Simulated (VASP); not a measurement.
# NaI (Fm-3m) in VASP: single point with HSE06

Aim: the single point of NaI with HSE06.

Everything below comes from runs of VASP 6.6.1. Logs are shortened: lines on timing, memory, paths and dates and some standing lists are left out, and cuts for length are marked.

### 1 The cell of the first run

Symmetry: Fm-3m, No. 225, cubic system. The conventional cell has a = 6.459 Å, b = 6.459 Å, c = 6.459 Å, α = 90.00°, β = 90.00°, γ = 90.00°. Na (site symmetry m-3m) has 6 I at 3.23 Å within 4.2 Å. Within 4.2 Å of I (site symmetry m-3m) lie 6 Na at 3.23 Å.

### 2 Single point, HSE06

The input, POSCAR:

```
NaI
1.0
    0.0000000000      3.2296282834      3.2296282834
    3.2296282834      0.0000000000      3.2296282834
    3.2296282834      3.2296282834      0.0000000000
Na I
1 1
Direct
    0.0000000000      0.0000000000      0.0000000000
    0.5000000000      0.5000000000      0.5000000000
```

The input, INCAR.step1:

```
SYSTEM = NaI
ALGO = Normal
EDIFF = 1E-5
ENCUT = 520
GGA = PE
ISIF = 2
ISMEAR = 0
LASPH = .True.
LREAL = .False.
LWAVE = .True.
NBANDS = 14
NELM = 60
PREC = Accurate
SIGMA = 0.01
```

The input, INCAR.step2:

```
SYSTEM = NaI
ALGO = Normal
EDIFF = 1E-6
ENCUT = 520
GGA = PE
HFSCREEN = 0.2079
ISIF = 2
ISMEAR = 0
ISTART = 1
LASPH = .True.
LCHARG = .True.
LELF = .True.
LHFCALC = .True.
LREAL = .False.
LVHAR = .True.
LWAVE = .False.
NBANDS = 14
NELM = 60
PREC = Accurate
PRECFOCK = Normal
SIGMA = 0.01
```

The input, KPOINTS:

```
k-points
0
Gamma
  4 4 4
  0 0 0
```

Potentials or basis: VASP PAW PBE potentials, release 64 (Na_pv, I).

Command:

```console
$ cat potpaw_PBE.64/Na_pv/POTCAR potpaw_PBE.64/I/POTCAR > POTCAR
$ cp INCAR.step1 INCAR
$ mpirun -np 1 vasp_std > vasp.out
$ cp INCAR.step2 INCAR
$ mpirun -np 1 vasp_std > vasp.out
```

OUTCAR:

```text
SYSTEM = NaI
   EDIFF = 1E-6
   ENCUT = 520
   GGA = PE
   HFSCREEN = 0.2079
   ISIF = 2
   ISMEAR = 0
   ISTART = 1
   LASPH = .True.
   LHFCALC = .True.
   LREAL = .False.
   NELM = 60
   PREC = Accurate
   PRECFOCK = Normal

 ion  position               nearest neighbor table
   1  0.000  0.000  0.000-
   2  0.500  0.500  0.500-

  LATTYP: Found a face centered cubic cell.
 ALAT       =     6.4592565668

  Lattice vectors:

 A1 = (   0.0000000000,   3.2296282834,   3.2296282834)
 A2 = (   3.2296282834,   0.0000000000,   3.2296282834)
 A3 = (   3.2296282834,   3.2296282834,   0.0000000000)

Analysis of symmetry for initial positions (statically):
=====================================================================
 Subroutine PRICEL returns:
 Original cell was already a primitive cell.

 Routine SETGRP: Setting up the symmetry group for a
 face centered cubic supercell.

 Subroutine GETGRP returns: Found 48 space group operations
 (whereof 48 operations were pure point group operations)
 out of a pool of 48 trial point group operations.

The static configuration has the point symmetry O_h .

Analysis of symmetry for dynamics (positions and initial velocities):
=====================================================================
 Subroutine PRICEL returns:
 Original cell was already a primitive cell.

 Routine SETGRP: Setting up the symmetry group for a
 face centered cubic supercell.

 Subroutine GETGRP returns: Found 48 space group operations
 (whereof 48 operations were pure point group operations)
 out of a pool of 48 trial point group operations.

The dynamic configuration has the point symmetry O_h .

 Subroutine INISYM returns: Found 48 space group operations
 (whereof 48 operations are pure point group operations),
 and found     1 'primitive' translations

----------------------------------------------------------------------------------------

                                     Primitive cell

  volume of cell :      67.3733

  direct lattice vectors                    reciprocal lattice vectors
     0.000000000  3.229628283  3.229628283    -0.154816578  0.154816578  0.154816578
     3.229628283  0.000000000  3.229628283     0.154816578 -0.154816578  0.154816578
     3.229628283  3.229628283  0.000000000     0.154816578  0.154816578 -0.154816578

  length of vectors
     4.567384120  4.567384120  4.567384120     0.268150179  0.268150179  0.268150179

[... 80 lines left out ...]
   IALGO  =     38    algorithm
   IMIX   =      1    mixing-type and parameters
     AMIX     =   0.40;   BMIX     =  1.00
     AMIX_MAG =   1.60;   BMIX_MAG =  1.00
  volume/ion in A,a.u.               =      33.69       227.33
  Fermi-wavevector in a.u.,A,eV,Ry     =   0.969665  1.832401 12.792876  0.940250
  Thomas-Fermi vector in A             =   2.099736
   LORBIT       =      0    0 simple, 1 ext, 2 COOP (PROOUT), +10 PAW based schemes
   GGA     = PE    functional components
   LHFCALC =     T    Hartree Fock is set to
   PRECFOCK=normal    Normal, Fast or Accurate (Low or Medium for compatibility)
   ENCUT4O =  -1.0   cutoff for four orbital integrals eV
   NKREDX  =     1    reduce k-point grid by
   NKREDY  =     1    reduce k-point grid by
   NKREDZ  =     1    reduce k-point grid by
   AEXX    =    0.2500 exact exchange contribution
   HFSCREEN=    0.2079 screening length (either q_TF or 0.3 A-1)
   HFSCREENC=   0.2079 screening length for correlation (either q_TF or 0.3 A-1)
   ENCUTFOCK=  -1.0 apply spherical cutoff to Coloumb kernel
   IVDW    =     0    specifies the selected vdW correction
   LEPSILON=     F    determine dielectric tensor
   LRPA    =     F    only Hartree local field effects (RPA)
 non-spin polarized calculation
 Gauss-broadening in eV      SIGMA  =   0.01
  energy-cutoff  :      520.00
  volume of cell :       67.37
 maximum number of plane-waves:      1837
 NGX is ok and might be reduce to    36
  NGX = 28; NGY = 28; NGZ = 28

 number of electron      13.9999994 magnetization

 Free energy of the ion-electron system (eV)
  ---------------------------------------------------
  ext. energy  EPLUGINS =         0.00000000
  ---------------------------------------------------
  free energy    TOTEN  =        -6.25531755 eV

  energy without entropy =       -6.25531755  energy(sigma->0) =       -6.25531755

 E-fermi :   0.2762     XC(G=0):  -6.4783

 val. band max:        0.1396814688   @ k =   0.0000   0.0000   0.0000
 cond. band min:       4.8109189551   @ k =   0.0000   0.0000   0.0000
 fundamental gap:      4.6712374863
 Fermi energy:         0.2762089523

 k-point     1 :       0.0000    0.0000    0.0000
  band No.  band energies     occupation
      1     -24.6482      2.00000
      2     -24.6482      2.00000
      3     -24.6482      2.00000
      4     -11.8384      2.00000
      5       0.1397      2.00000
      6       0.1397      2.00000
      7       0.1397      2.00000
      8       4.8109      0.00000
      9       9.1505      0.00000
     10       9.1505      0.00000
     11       9.1505      0.00000
     12      11.1011      0.00000
     13      11.1011      0.00000
     14      11.6771      0.00000
[... 105 lines left out ...]
      1     -24.6511      2.00000
      2     -24.6511      2.00000
      3     -24.6499      2.00000
      4     -11.3755      2.00000
      5      -1.3844      2.00000
      6      -1.3844      2.00000
      7      -0.8507      2.00000
      8       7.0672      0.00000
      9       8.6826      0.00000
     10       8.6826      0.00000
     11       9.2115      0.00000
     12      13.4687      0.00000
     13      13.4687      0.00000
     14      14.2302      0.00000

------------------------ aborting loop because EDIFF is reached ----------------------------------------

  FORCE on cell =-STRESS in cart. coord.  units (eV):
  Direction    XX          YY          ZZ          XY          YZ          ZX
  --------------------------------------------------------------------------------------
  -------------------------------------------------------------------------------------
  Total        0.1141208      0.1141208      0.1141208      0.0000000      0.0000000     -0.0000000
  in kB        2.7138617      2.7138617      2.7138617      0.0000000      0.0000000     -0.0000000
  external PRESSURE =       2.7138617 kB  Pullay stress =       0.0000000 kB

 VOLUME and BASIS-vectors are now :
 -----------------------------------------------------------------------------
  energy-cutoff  :      520.00
  volume of cell :       67.37
      direct lattice vectors                 reciprocal lattice vectors
     0.000000000  3.229628283  3.229628283    -0.154816578  0.154816578  0.154816578
     3.229628283  0.000000000  3.229628283     0.154816578 -0.154816578  0.154816578
     3.229628283  3.229628283  0.000000000     0.154816578  0.154816578 -0.154816578

 POSITION                                       TOTAL-FORCE (eV/Angst)
 -----------------------------------------------------------------------------------
      0.00000      0.00000      0.00000         0.000000      0.000000      0.000000
      3.22963      3.22963      3.22963        -0.000000     -0.000000     -0.000000
 -----------------------------------------------------------------------------------
    total drift:                               -0.000000     -0.000001     -0.000001

  FREE ENERGIE OF THE ION-ELECTRON SYSTEM (eV)
  ---------------------------------------------------
  free  energy   TOTEN  =        -6.2553175511 eV

  energy  without entropy=       -6.2553175511  energy(sigma->0) =       -6.25531755
```

OSZICAR.step1:

```text
N       E                     dE             d eps       ncg     rms          rms(c)
DAV:   1     0.860493337284E+02    0.86049E+02   -0.64769E+03   224   0.876E+02
DAV:   2     0.817174262957E+00   -0.85232E+02   -0.80674E+02   242   0.228E+02
DAV:   3    -0.529728210422E+01   -0.61145E+01   -0.60799E+01   302   0.591E+01
DAV:   4    -0.544308862741E+01   -0.14581E+00   -0.14578E+00   270   0.953E+00
DAV:   5    -0.544600132511E+01   -0.29127E-02   -0.29127E-02   310   0.125E+00    0.163E+00
DAV:   6    -0.538454943851E+01    0.61452E-01   -0.69690E-02   248   0.155E+00    0.111E+00
DAV:   7    -0.537584933182E+01    0.87001E-02   -0.64670E-02   278   0.131E+00    0.618E-01
DAV:   8    -0.537795486729E+01   -0.21055E-02   -0.52879E-03   242   0.582E-01    0.182E-01
DAV:   9    -0.537791920109E+01    0.35666E-04   -0.21267E-04   278   0.128E-01    0.387E-02
DAV:  10    -0.537793493630E+01   -0.15735E-04   -0.36764E-05   266   0.613E-02    0.986E-03
DAV:  11    -0.537793581330E+01   -0.87700E-06   -0.39126E-06   246   0.206E-02
   1 F= -.53779358E+01 E0= -.53779358E+01  d E =-.642931E-12
```

It took 13 min on 1 thread of Intel Xeon 8259CL, shared host; peak memory 0.32 GiB.

What came out:

```yaml
Free_energy: -6.2553 eV
Pressure: 0.3 GPa
Band_gap_on_the_k_mesh: 4.67 eV, direct
```

Caveat: the k points lie up to 0.42 Å⁻¹ apart; the PAW data sets were made with another functional, which shifts forces and pressure a little; spin-orbit coupling is left out, which moves the levels of the heavy elements.
